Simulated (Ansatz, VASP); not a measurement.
# Two plane-wave programs on MnO

```xyz
2
Lattice="3.0295 0.0000 0.0000 -1.5147 2.6236 0.0000 0.0000 0.0000 2.7939" Properties=species:S:1:pos:R:3 pbc="T T T"
Mn    0.0000    0.0000    0.0000
O     0.0000    1.7491    1.3970
```

Change from the starting cell: ordered vacancies on the anion sites of aluminium diboride (P-6m2, No. 187).

Alike in both runs: functional PBE; k mesh 24 × 24 × 20; occupations gaussian, width 0.1 eV; collinear spin.

Ansatz relaxed the structure, and its values are those at the end. VASP's run is a single point on that final structure, the one shown.

|  | VASP | Ansatz |
| --- | --- | --- |
| version | VASP 6.6.1 | Ansatz 0.2.0 |
| potentials or method | VASP PAW PBE potentials, release 64 (Mn_pv, O), cutoff 600 eV | scalar-relativistic, plane waves, PAW |
| valence electrons in the cell | 19 | 21 |

VASP gave:

```
gap on the k mesh at the Fermi level (eV)                     : none
pressure (GPa)                                                : 0.0
net moment per atom (μB)                                      : 2.39
size of the moment on the site where the two differ most (μB) : 4.31
```

Task: Which values does Ansatz return?

Result: gap on the k mesh at the Fermi level (eV): none; pressure (GPa): 0.0; net moment per atom (μB): 2.39; size of the moment on the site where the two differ most (μB): 4.03.

Site moments also hang on the region over which each program counts them. A gap of «none» marks a metal or a gap that the smearing closes. The functional is the same, so the differences come from potentials, cutoffs and numerics. VASP's potentials hold 19 valence electrons a cell and Ansatz's 21, so a difference there can come from the potentials and not from the codes.
